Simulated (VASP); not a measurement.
Write the native input for VASP 6.6.1 that does the following.

* Task: single point
* Functional: PBE
* Dispersion: D3(BJ)
* Potentials or basis: VASP PAW PBE potentials, release 64 (O_h, C_h, H_h)
* Cutoff: 1000 eV
* k mesh: 1 × 1 × 1
* Occupations: fermi-dirac, width 0.02 eV
* Spin: no spin polarisation
* Dipole correction: no
* Further INCAR settings: LREAL = Auto; ALGO = Normal; EDIFF = 1e-06; NBANDS = 54

The structure of H2CO lies in POSCAR:

```
H2CO
1.0
    7.1530900000      0.0000000000      0.0000000000
    0.0000000000      7.1530900000      0.0000000000
    0.0000000000      0.0000000000      7.1530900000
O C H
6 6 12
Direct
    0.2102308233      0.5214809264      0.7332495467
    0.2753075943      1.0150158882      0.4351266376
    0.5799172106      0.5247522399      1.1760232291
    0.6486287744      0.4694474696      0.6199139113
    0.9296122375      1.0157009069      0.6586663945
    0.5184752324      0.0419399169      1.0311487763
    0.2988918076      0.5954489598      0.6120012470
    0.1447066932      0.9551117070      0.3467033128
    0.7008719309      0.5814969475      1.0772687049
    0.6529625658      0.3109844836      0.6701719117
    0.9221189724      0.9116060332      0.7970681202
    0.3753342961      0.1387092851      1.0075785430
    0.3668764129      0.7383941765      0.6294342725
    0.2939708573      0.5522228855      0.4725370434
    0.0663489485      1.0478688231      0.2486338072
    0.1037593543      0.7990952162      0.3398111865
    0.6807966907      0.6709547902      0.9573624825
    0.8566927020      0.5477912343      1.1059695880
    0.5834541436      0.1900157834      0.6016840275
    0.7559809816      0.2763560923      0.7876316389
    0.8878400803      0.9687841199      0.9353300462
    0.9379862409      0.7526537482      0.7750077239
    0.3712241842      0.2961796930      1.0305755974
    0.2479348086      0.0734228145      0.9497014577
```

One way to write it, as run:

INCAR

```
ALGO = Normal
EDIFF = 1E-6
ENCUT = 1000
GGA = PE
GGA_COMPAT = False
ISIF = 2
ISMEAR = -1
IVDW = 12
LASPH = True
LCHARG = False
LREAL = Auto
LWAVE = False
NBANDS = 54
NELM = 120
PREC = Accurate
SIGMA = 0.02
```

KPOINTS

```
k-points
0
Gamma
  1 1 1
```

Potentials or basis: VASP PAW PBE potentials, release 64 (O_h, C_h, H_h).

Launch:

```sh
$ cat potpaw_PBE.64/O_h/POTCAR potpaw_PBE.64/C_h/POTCAR potpaw_PBE.64/H_h/POTCAR > POTCAR
$ mpirun -np 1 vasp_gam > vasp.out
```

Results of the run:

```json
{
  "Pressure": "-0.1 GPa",
  "Largest force": "2.812 eV/Å",
  "Dispersion energy per atom": "-0.036 eV"
}
```

Caveat: the k points lie up to 0.88 Å⁻¹ apart, too coarse for converged energies, forces and pressures.

Run time: 2.5 min on 1 thread of Intel(R) Xeon(R) Platinum 8375C CPU @ 2.90GHz (Ice Lake) (shared host), peak memory 0.89 GiB.
